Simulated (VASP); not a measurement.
# Nb3CdB (Pm-3m) in VASP: further runs

Nb3CdB is run at these levels: PBE; tasks: single point, relaxation of cell and atoms.

Everything below comes from runs of VASP 6.6.1. Logs are shortened: lines on timing, memory, paths and dates and some standing lists are left out, and cuts for length are marked.

### 1 The cell of the first run

Symmetry: Pm-3m, No. 221, cubic system. Conventional cell: a = 4.915 Å, b = 4.915 Å, c = 4.915 Å, α = 90.00°, β = 90.00°, γ = 90.00°. Within 3.2 Å of Nb (site symmetry 4/mmm) lie 2 Cd at 2.46 Å. Cd (site symmetry m-3m) has 6 Nb at 2.46 Å within 3.2 Å. B (site symmetry m-3m) has 12 Nb at 3.48 Å and 8 Cd at 4.26 Å within 4.6 Å.

The cell was generated, and may not be a known phase.

### 2 Single point, PBE, collinear spin

Input file INCAR:

```
SYSTEM = Nb3CdB
PREC     = Accurate       ! precision mode
ENCUT    = 520            ! plane-wave cutoff, eV
EDIFF    = 1E-6           ! SCF threshold, eV
ISMEAR   = 0              ! smearing method
SIGMA    = 0.1            ! smearing width, eV
LREAL    = .FALSE.        ! projectors in reciprocal space
LASPH    = .TRUE.         ! aspherical terms in the spheres
NELM     = 150            ! most SCF steps
ALGO     = Fast           ! electronic algorithm
ISIF     = 2              ! what is computed and relaxed
LWAVE    = .FALSE.        ! write WAVECAR
LCHARG   = .FALSE.        ! write CHGCAR
ISPIN    = 2              ! spin polarisation
MAGMOM   = 1 1 1 0 0      ! initial moments
LORBIT   = 11             ! projections on sites
LMAXMIX  = 4              ! l up to which the mixer works
GGA      = PE             ! functional
NBANDS   = 39             ! bands
```

Input file KPOINTS:

```
regular mesh
0
G
  4 4 4
  0 0 0
```

Input file POSCAR:

```
Nb3CdB
1.0
    4.9149294568      0.0000000000      0.0000000000
    0.0000000000      4.9149294568      0.0000000000
    0.0000000000      0.0000000000      4.9149294568
Nb Cd B
3 1 1
Direct
    0.0000000000      0.5000000000      0.5000000000
    0.5000000000      0.0000000000      0.5000000000
    0.5000000000      0.5000000000      0.0000000000
    0.5000000000      0.5000000000      0.5000000000
    0.0000000000      0.0000000000      0.0000000000
```

Potentials or basis: VASP PAW PBE potentials, release 64 (Nb_sv, Cd, B).

The run is started by

```console
$ cat potpaw_PBE.64/Nb_sv/POTCAR potpaw_PBE.64/Cd/POTCAR potpaw_PBE.64/B/POTCAR > POTCAR
$ mpirun -np 1 vasp_std > vasp.out
```

OUTCAR:

```text
SYSTEM = Nb3CdB
   PREC = Accurate
   ENCUT = 520
   EDIFF = 1E-6
   ISMEAR = 0
   LREAL = .FALSE.
   LASPH = .TRUE.
   NELM = 150
   ISIF = 2
   ISPIN = 2
   LORBIT = 11
   GGA = PE

 ion  position               nearest neighbor table
   1  0.000  0.500  0.500-   4 2.46   4 2.46
   2  0.500  0.000  0.500-   4 2.46   4 2.46
   3  0.500  0.500  0.000-   4 2.46   4 2.46
   4  0.500  0.500  0.500-   1 2.46   2 2.46   3 2.46   3 2.46   2 2.46   1 2.46
   5  0.000  0.000  0.000-

  LATTYP: Found a simple cubic cell.
 ALAT       =     4.9149294568

  Lattice vectors:

 A1 = (   4.9149294568,   0.0000000000,   0.0000000000)
 A2 = (   0.0000000000,   4.9149294568,   0.0000000000)
 A3 = (   0.0000000000,   0.0000000000,   4.9149294568)

Analysis of symmetry for initial positions (statically):
=====================================================================
 Subroutine PRICEL returns:
 Original cell was already a primitive cell.

 Routine SETGRP: Setting up the symmetry group for a
 simple cubic supercell.

 Subroutine GETGRP returns: Found 48 space group operations
 (whereof 48 operations were pure point group operations)
 out of a pool of 48 trial point group operations.

The static configuration has the point symmetry O_h .

Analysis of symmetry for dynamics (positions and initial velocities):
=====================================================================
 Subroutine PRICEL returns:
 Original cell was already a primitive cell.

 Routine SETGRP: Setting up the symmetry group for a
 simple cubic supercell.

 Subroutine GETGRP returns: Found 48 space group operations
 (whereof 48 operations were pure point group operations)
 out of a pool of 48 trial point group operations.

The dynamic configuration has the point symmetry O_h .

Analysis of structural, dynamic, and magnetic symmetry:
=====================================================================
 Subroutine PRICEL returns:
 Original cell was already a primitive cell.

 Routine SETGRP: Setting up the symmetry group for a
 simple cubic supercell.

 Subroutine GETGRP returns: Found 48 space group operations
 (whereof 48 operations were pure point group operations)
 out of a pool of 48 trial point group operations.

The overall configuration has the point symmetry O_h .

 Subroutine INISYM returns: Found 48 space group operations
 (whereof 48 operations are pure point group operations),
 and found     1 'primitive' translations

----------------------------------------------------------------------------------------

                                     Primitive cell

  volume of cell :     118.7276

  direct lattice vectors                    reciprocal lattice vectors
     4.914929457  0.000000000  0.000000000     0.203461720  0.000000000  0.000000000
     0.000000000  4.914929457  0.000000000     0.000000000  0.203461720  0.000000000
     0.000000000  0.000000000  4.914929457     0.000000000  0.000000000  0.203461720

  length of vectors
     4.914929457  4.914929457  4.914929457     0.203461720  0.203461720  0.203461720

  position of ions in fractional coordinates (direct lattice)
     0.000000000  0.500000000  0.500000000
     0.500000000  0.000000000  0.500000000
     0.500000000  0.500000000  0.000000000
     0.500000000  0.500000000  0.500000000
     0.000000000  0.000000000  0.000000000

  ion indices of the primitive-cell ions
   primitive index   ion index
                 1           1
                 2           2
                 3           3
                 4           4
                 5           5

----------------------------------------------------------------------------------------

 KPOINTS: regular mesh

Automatic generation of k-mesh.
 Grid dimensions read from file:
 generate k-points for:    4    4    4

 Generating k-lattice:

  Cartesian coordinates                     Fractional coordinates (reciprocal lattice)
     0.050865430  0.000000000  0.000000000     0.250000000  0.000000000  0.000000000
     0.000000000  0.050865430  0.000000000     0.000000000  0.250000000  0.000000000
     0.000000000  0.000000000  0.050865430     0.000000000  0.000000000  0.250000000

  Length of vectors
     0.050865430  0.050865430  0.050865430

  Shift w.r.t. Gamma in fractional coordinates (k-lattice)
     0.000000000  0.000000000  0.000000000

 Subroutine IBZKPT returns following result:
 ===========================================

 Found     10 irreducible k-points:

 Following reciprocal coordinates:
            Coordinates               Weight
  0.000000  0.000000  0.000000      1.000000
  0.250000  0.000000  0.000000      6.000000
  0.500000  0.000000  0.000000      3.000000
  0.250000  0.250000  0.000000     12.000000
  0.500000  0.250000  0.000000     12.000000
  0.500000  0.500000  0.000000      3.000000
  0.250000  0.250000  0.250000      8.000000
  0.500000  0.250000  0.250000     12.000000
  0.500000  0.500000  0.250000      6.000000
  0.500000  0.500000  0.500000      1.000000
   k-points           NKPTS =     10   k-points in BZ     NKDIM =     10   number of bands    NBANDS=     39
   number of dos      NEDOS =    301   number of ions     NIONS =      5
   total plane-waves  NPLWV =  64000
   dimension x,y,z NGX =    40 NGY =   40 NGZ =   40
   dimension x,y,z NGXF=    80 NGYF=   80 NGZF=   80
   ions per type =               3   1   1
   NGX,Y,Z   is equivalent  to a cutoff of  13.53, 13.53, 13.53 a.u.
   NGXF,Y,Z  is equivalent  to a cutoff of  27.06, 27.06, 27.06 a.u.
 SYSTEM =  Nb3CdB
   PREC   = accura    normal or accurate (medium, high low for compatibility)
   ISTART =      0    job   : 0-new  1-cont  2-samecut
   ICHARG =      2    charge: 1-file 2-atom 10-const
   ISPIN  =      2    spin polarized calculation?
   LNONCOLLINEAR =      F non collinear calculations
   LSORBIT =      F    spin-orbit coupling
   LASPH  =      T    aspherical Exc in radial PAW
   ENCUT  =  520.0 eV  38.22 Ry    6.18 a.u.   9.14  9.14  9.14*2*pi/ulx,y,z
   NELM   =    150;   NELMIN=  2; NELMDL= -5     # of ELM steps
   EDIFF  = 0.1E-05   stopping-criterion for ELM
   LREAL  =      F    real-space projection
   EDIFFG = 0.1E-04   stopping-criterion for IOM
   NSW    =      0    number of steps for IOM
   IBRION =     -1    ionic relax: 0-MD 1-quasi-New 2-CG
   NFREE  =      0    steps in history (QN), initial steepest desc. (CG)
   ISIF   =      2    stress and relaxation
   ISYM   =      2    0-nonsym 1-usesym 2-fastsym
   POTIM  = 0.5000    time-step for ionic-motion
   TEBEG  =    0.0;   TEEND  =   0.0 temperature during run
   PSTRESS=    0.0 pullay stress
   NELECT =      54.0000    total number of electrons
   NUPDOWN=      -1.0000    fix difference up-down
   EMIN   =  10.00;   EMAX   =-10.00  energy-range for DOS
   EFERMI =   0.00;   METHOD = LEGACY
   ISMEAR =     0;   SIGMA  =   0.10  broadening in eV -4-tet -1-fermi 0-gaus
   EFERMI_NEDOS =   21; number of points for ismear=-14 and -15
   IALGO  =     68    algorithm
   IMIX   =      4    mixing-type and parameters
     AMIX     =   0.40;   BMIX     =  1.00
     AMIX_MAG =   1.60;   BMIX_MAG =  1.00
  volume/ion in A,a.u.               =      23.75       160.24
  Fermi-wavevector in a.u.,A,eV,Ry     =   1.258990  2.379145 21.565979  1.585055
  Thomas-Fermi vector in A             =   2.392572
   LORBIT       =     11    0 simple, 1 ext, 2 COOP (PROOUT), +10 PAW based schemes
   GGA     = PE    functional components
   LHFCALC =     F    Hartree Fock is set to
   AEXX    =    0.0000 exact exchange contribution
   IVDW    =     0    specifies the selected vdW correction
   LEPSILON=     F    determine dielectric tensor
   LRPA    =     F    only Hartree local field effects (RPA)
 spin polarized calculation
 RMM-DIIS sequential band-by-band and
 Gauss-broadening in eV      SIGMA  =   0.10
  energy-cutoff  :      520.00
  volume of cell :      118.73
 maximum number of plane-waves:      3218
 NGX is ok and might be reduce to    40
   NGX = 19   NGY = 19   NGZ = 19

 number of electron      54.0000004 magnetization      -0.0010244

 number of electron      54.0000004 magnetization       0.0000278

 Free energy of the ion-electron system (eV)
  ---------------------------------------------------
  ext. energy  EPLUGINS =         0.00000000
  ---------------------------------------------------
  free energy    TOTEN  =       -24.27684785 eV

  energy without entropy =      -24.26246226  energy(sigma->0) =      -24.26965505

 E-fermi :   5.0999     XC(G=0): -10.2403

 val. band max:        5.0862003037   @ k =   0.5000   0.5000   0.2500
 cond. band min:       5.1256840752   @ k =   0.5000   0.5000   0.0000
 fundamental gap:      0.0394837716
 Fermi energy:         5.0999073925

 spin component 1

 k-point     1 :       0.0000    0.0000    0.0000
  band No.  band energies     occupation
      1     -50.3689      1.00000
      2     -50.3424      1.00000
      3     -50.3424      1.00000
      4     -26.5200      1.00000
      5     -26.5200      1.00000
      6     -26.5200      1.00000
[... 409 lines left out ...]
     38       9.2821      0.00000
     39       9.3251      0.00000
 Fermi energy:         5.0999073925

 spin component 2

 k-point     1 :       0.0000    0.0000    0.0000
  band No.  band energies     occupation
      1     -50.3688      1.00000
      2     -50.3424      1.00000
      3     -50.3424      1.00000
      4     -26.5199      1.00000
      5     -26.5199      1.00000
      6     -26.5199      1.00000
[... 409 lines left out ...]
     38       9.4063      0.00000
     39      10.8412      0.00000

------------------------ aborting loop because EDIFF is reached ----------------------------------------

  FORCE on cell =-STRESS in cart. coord.  units (eV):
  Direction    XX          YY          ZZ          XY          YZ          ZX
  --------------------------------------------------------------------------------------
  -------------------------------------------------------------------------------------
  Total        0.4213819      0.4213819      0.4213819      0.0000000      0.0000000     -0.0000000
  in kB        5.6863631      5.6863631      5.6863631      0.0000000      0.0000000     -0.0000000
  external PRESSURE =       5.6863631 kB  Pullay stress =       0.0000000 kB

 VOLUME and BASIS-vectors are now :
 -----------------------------------------------------------------------------
  energy-cutoff  :      520.00
  volume of cell :      118.73
      direct lattice vectors                 reciprocal lattice vectors
     4.914929457  0.000000000  0.000000000     0.203461720  0.000000000  0.000000000
     0.000000000  4.914929457  0.000000000     0.000000000  0.203461720  0.000000000
     0.000000000  0.000000000  4.914929457     0.000000000  0.000000000  0.203461720

 POSITION                                       TOTAL-FORCE (eV/Angst)
 -----------------------------------------------------------------------------------
      0.00000      2.45746      2.45746         0.000000      0.000000      0.000000
      2.45746      0.00000      2.45746         0.000000      0.000000      0.000000
      2.45746      2.45746      0.00000         0.000000      0.000000      0.000000
      2.45746      2.45746      2.45746         0.000000      0.000000      0.000000
      0.00000      0.00000      0.00000         0.000000      0.000000      0.000000
 -----------------------------------------------------------------------------------
    total drift:                                0.000000     -0.000000     -0.000000

  FREE ENERGIE OF THE ION-ELECTRON SYSTEM (eV)
  ---------------------------------------------------
  free  energy   TOTEN  =       -24.2768478451 eV

  energy  without entropy=      -24.2624622598  energy(sigma->0) =      -24.26965505

 total charge

# of ion       s       p       d       tot
------------------------------------------
    1        2.155   5.965   2.401  10.521
    2        2.155   5.965   2.401  10.521
    3        2.155   5.965   2.401  10.521
    4        0.804   0.787   9.464  11.055
    5        0.714   0.565   0.000   1.279
--------------------------------------------------
tot          7.983  19.247  16.668  43.898

 magnetization (x)

# of ion       s       p       d       tot
------------------------------------------
    1        0.000   0.000   0.000   0.000
    2        0.000   0.000   0.000   0.000
    3        0.000   0.000   0.000   0.000
    4       -0.000  -0.000  -0.000  -0.000
    5       -0.000  -0.000   0.000  -0.000
--------------------------------------------------
tot         -0.000  -0.000   0.000   0.000
```

Run time: 7.4 min. Hardware: 1 thread of Intel Xeon 8259CL, shared host; peak memory 0.3 GiB.

What came out:

```
Free energy                                           : -24.2768 eV
Pressure                                              : 0.6 GPa
Band gap on the k mesh                                : zero (filled and empty bands overlap)
Net moment                                            : 0.00 μB per cell
Valence electrons inside the program's atomic spheres : Nb 10.52; Cd 11.05; B 1.28
```

Levels at points of the mesh, in eV from the Fermi level:
Spin up:
```
           k point  band 24  band 25  band 26  band 27  band 28  band 29  band 30  band 31
(0.00, 0.00, 0.00)    -0.83    -0.05    -0.05    -0.05     0.40     0.99     0.99     0.99
(0.50, 0.00, 0.00)    -0.95    -0.95    -0.58    -0.30     0.27     0.54     0.78     0.92
(0.50, 0.50, 0.00)    -1.21    -1.21     0.03     0.03     0.25     0.25     0.72     0.80
(0.50, 0.50, 0.50)    -0.56    -0.56    -0.30    -0.30    -0.30     0.12     0.12     0.12
```
Spin down:
```csv
k point,band 24,band 25,band 26,band 27,band 28,band 29,band 30,band 31
"(0.00, 0.00, 0.00)",-0.83,-0.05,-0.05,-0.05,0.40,0.99,0.99,0.99
"(0.50, 0.00, 0.00)",-0.95,-0.95,-0.58,-0.30,0.27,0.54,0.78,0.92
"(0.50, 0.50, 0.00)",-1.21,-1.21,0.03,0.03,0.25,0.25,0.72,0.80
"(0.50, 0.50, 0.50)",-0.56,-0.56,-0.30,-0.30,-0.30,0.12,0.12,0.12
```

[end of part 1 of 2]

The gap in the log of VASP goes by the Fermi energy; the results here count the filled bands.